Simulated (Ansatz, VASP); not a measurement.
# Li3Mn in VASP and in Ansatz

```
Li Mn
1.0
     5.79682    0.00000    0.00000
    -2.89841    5.02019    0.00000
     0.00000    0.00000    4.75401
Li Mn
6 2
Cartesian
  2.8984 3.3045 1.1885
  -1.4126 4.1623 3.5655
  1.4858 0.8579 1.1885
  0.0000 1.7157 3.5655
  4.3110 0.8579 1.1885
  1.4126 4.1623 3.5655
  0.0000 3.3468 1.1885
  2.8984 1.6734 3.5655
```

Alike in both runs: functional PBE; k mesh 6 × 6 × 4; occupations gaussian, width 0.1 eV; collinear spin.

Ansatz relaxed the structure, and its values are those at the end. VASP's run is a single point on that final structure, the one shown.

|  | VASP | Ansatz |
| --- | --- | --- |
| version | VASP 6.6.1 | Ansatz 0.2.0 |
| potentials or method | VASP PAW PBE potentials, release 64 (Li_sv, Mn_pv), cutoff 520 eV | scalar-relativistic, plane waves, PAW |
| valence electrons in the cell | 44 | 48 |

|  | VASP | Ansatz | Ansatz less VASP |
| --- | --- | --- | --- |
| gap on the k mesh at the Fermi level (eV) | none | none | - |
| net moment per atom (μB) | 1.00 | 1.00 | +0.002 |
| size of the moment on the site where the two differ most (μB) | 4.01 | 4.09 | +0.085 |

Site moments also hang on the region over which each program counts them. A gap of «none» marks a metal or a gap that the smearing closes. The functional is the same, so the differences come from potentials, cutoffs and numerics. VASP's potentials hold 44 valence electrons a cell and Ansatz's 48, so a difference there can come from the potentials and not from the codes.

Noted on VASP's run: the cutoff is under 1.25 times that of the potentials, so the pressure is a little rough.
